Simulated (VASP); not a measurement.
Crystal: Lu.

```xyz
2
Lattice="0.0000 3.3700 3.3700 3.3700 0.0000 3.3700 3.3700 3.3700 0.0000" Properties=species:S:1:pos:R:3 pbc="T T T"
Lu    6.7400    6.7400    6.7400
Lu    1.6850    1.6850    1.6850
```

This isn't the form of Lu at room conditions, which is hcp.

```yaml
Program: VASP 6.6.1
Task: relaxation of cell and atoms
Functional: PBEsol
Potentials_or_basis: VASP PAW PBE potentials, release 64 (Lu)
Cutoff: 600 eV
k_mesh: 6 × 6 × 6
Occupations: fermi-dirac, width 0.1 eV
Spin: no spin polarisation
```

At the start: pressure 2.3 GPa; volume 38.27 Å³/atom.

Where does the relaxation end?

Over 4 steps the energy falls by 56.0 meV/atom and the volume is 46.35 Å³/atom (+21.1 %); space group Fd-3m (No. 227, to 0.1 Å) before and after.

The path:
| step | energy change (eV) | largest force (eV/Å) | pressure (GPa) | volume (Å³) |
| --- | --- | --- | --- | --- |
| 1 | 0.0000 | 0.0000 | 2.26 | 76.55 |
| 2 | -0.0709 | 0.0000 | 1.42 | 82.68 |
| 3 | -0.1096 | 0.0000 | -0.30 | 95.24 |
| 4 | -0.1120 | 0.0000 | -0.02 | 92.70 |

Final structure:
```yaml
crystal:
  lattice:
    - [0.00000, 3.59210, 3.59210]
    - [3.59210, 0.00000, 3.59210]
    - [3.59210, 3.59210, 0.00000]
  atoms:
    - { symbol: Lu, position: [0.00000, 0.00000, 0.00000] }
    - { symbol: Lu, position: [0.25000, 0.25000, 0.25000] }
```

Caveat: the volume moved by over 15 % at a fixed basis, so the end points are rough; the PAW data sets were made with another functional, which shifts forces and pressure a little.
